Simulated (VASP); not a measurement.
Ag: relaxation of cell and atoms with PBE

The system is Ag.

```
CELL_PARAMETERS angstrom
2.74918 0.00000 0.00000
-1.37459 2.38086 0.00000
0.00000 0.00000 4.49293
ATOMIC_POSITIONS crystal
Ag 0.33333 0.66667 0.25000
Ag 0.66667 0.33333 0.75000
```

```yaml
Program: VASP 6.6.1
Task: relaxation of cell and atoms
Functional: PBE
Potentials_or_basis: VASP PAW PBE potentials, release 64 (Ag)
Cutoff: 600 eV
k_mesh: 16 × 16 × 9
Occupations: fermi-dirac, width 0.08 eV
Spin: no spin polarisation
Target_pressure: 31 GPa
Dipole_correction: no
Further_INCAR_settings: ALGO = Normal; EDIFF = 1e-06; IBRION = 2; EDIFFG = -0.005; NSW = 32; ISIF = 3
```

The relaxed volume is 14.68 Å³/atom and the relaxed cell is a = 2.748 Å, b = 2.748 Å, c = 4.490 Å, α = 90.00°, β = 90.00°, γ = 120.00°. The space group after relaxing (to 0.05 Å) is P6_3/mmc (No. 194), the energy change on relaxing (the enthalpy is what falls) is +5.1 meV/atom and the ionic steps are 5. The pressure after relaxing is 31.0 GPa. The band gap on the k mesh is zero (band 11 reaches 14.53 eV, above the bottom of band 12 at 7.17 eV).

Step by step:
| step | energy change (eV) | largest force (eV/Å) | pressure (GPa) | volume (Å³) |
| --- | --- | --- | --- | --- |
| 1 | 0.0000 | 0.0000 | 30.54 | 29.41 |
| 2 | 0.0347 | 0.0000 | 32.04 | 29.23 |
| 3 | 0.0107 | 0.0000 | 31.05 | 29.35 |
| 4 | 0.0096 | 0.0000 | 30.95 | 29.36 |
| 5 | 0.0101 | 0.0000 | 30.99 | 29.36 |

Final structure:
```yaml
crystal:
  lattice:
    - [2.74756, 0.00000, 0.00000]
    - [-1.37378, 2.37945, 0.00000]
    - [0.00000, 0.00000, 4.49017]
  atoms:
    - { symbol: Ag, position: [0.33333, 0.66667, 0.25000] }
    - { symbol: Ag, position: [0.66667, 0.33333, 0.75000] }
```

Levels at points of the mesh, in eV from the Fermi level:
| k point | band 7 | band 8 | band 9 | band 10 | band 11 | band 12 | band 13 | band 14 | band 15 |
| --- | --- | --- | --- | --- | --- | --- | --- | --- | --- |
| (0.00, 0.00, 0.00) | -5.03 | -4.57 | -4.57 | -3.26 | -3.26 | -0.86 | 4.48 | 15.96 | 18.05 |
| (0.50, 0.00, 0.00) | -4.31 | -3.08 | -3.00 | -2.90 | 0.07 | 1.93 | 7.63 | 7.84 | 10.82 |

Wall time 2.7 min on 1 thread of AMD EPYC 9R45 (Zen 5), with other jobs on the host, peak memory 0.18 GiB.

Caveat: the cell is relaxed towards a set pressure, so the enthalpy falls and the energy may rise.
